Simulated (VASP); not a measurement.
Here is a VASP 6.6.1 calculation.

The input INCAR:

```
PREC = Accurate
ENCUT = 520
EDIFF = 1E-7
ISMEAR = 0
SIGMA = 0.15
LREAL = F
LASPH = T
NELM = 60
ALGO = Normal
ISIF = 2
LWAVE = F
LCHARG = F
GGA = PE
NBANDS = 9
```

KPOINTS

```
Automatic mesh
0
Gamma
  15 15 15
```

File POSCAR:

```
Te
1.0
    2.2146753675      1.2786434196      1.8736153609
   -2.2146753675      1.2786434196      1.8736153609
    0.0000000000     -2.5572868392      1.8736153610
Te
1
Direct
    0.5000000000      0.5000000000      0.5000000000
```

Potentials or basis: VASP PAW PBE potentials, release 64 (Te).

Run with:

```console
$ cat potpaw_PBE.64/Te/POTCAR > POTCAR
$ mpirun -np 1 vasp_std > vasp.out
```

**Question.** Estimate the band gap on the k mesh.

**Answer.** Zero (bands 3 and 4 overlap by 5.49 eV).

**Question.** What does it give for the pressure?

**Answer.** 1.4 GPa.

Stress tensor (GPa, compression positive):
```
1.43 0.00 0.00
0.00 1.43 0.00
0.00 0.00 1.33
```

Caveat: spin-orbit coupling is left out, which moves the levels of the heavy elements.
